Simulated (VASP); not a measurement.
Here is a VASP 6.6.1 calculation.

INCAR

```
ALGO     = Normal         # electronic algorithm
EDIFF    = 1E-7           # SCF threshold, eV
ENCUT    = 520            # plane-wave cutoff, eV
GGA      = CA             # functional
ISIF     = 2              # what is computed and relaxed
ISMEAR   = 1              # smearing method
LASPH    = True           # aspherical terms in the spheres
LCHARG   = False          # write CHGCAR
LREAL    = False          # projectors in reciprocal space
LWAVE    = False          # write WAVECAR
NBANDS   = 11             # bands
NELM     = 100            # most SCF steps
PREC     = Accurate       # precision mode
SIGMA    = 0.05           # smearing width, eV
```

The input KPOINTS:

```
k-points
0
Gamma
  8 8 8
```

POSCAR

```
Ca
1.0
    0.0000000000      2.7942000000      2.7942000000
    2.7942000000      0.0000000000      2.7942000000
    2.7942000000      2.7942000000      0.0000000000
Ca
1
Direct
    0.0000000000      0.0000000000      0.0000000000
```

Potentials or basis: VASP PAW LDA potentials, release 64 (Ca_sv).

Launch:

```sh
$ cat potpaw_LDA.64/Ca_sv/POTCAR > POTCAR
$ mpirun -np 1 vasp_std > vasp.out
```

**Question.** What does it give for the band gap on the k mesh?

**Answer.** Zero (band 5 reaches 1.85 eV, above the bottom of band 6 at 1.53 eV).

**Question.** Predict the pressure.

**Answer.** -2.2 GPa.
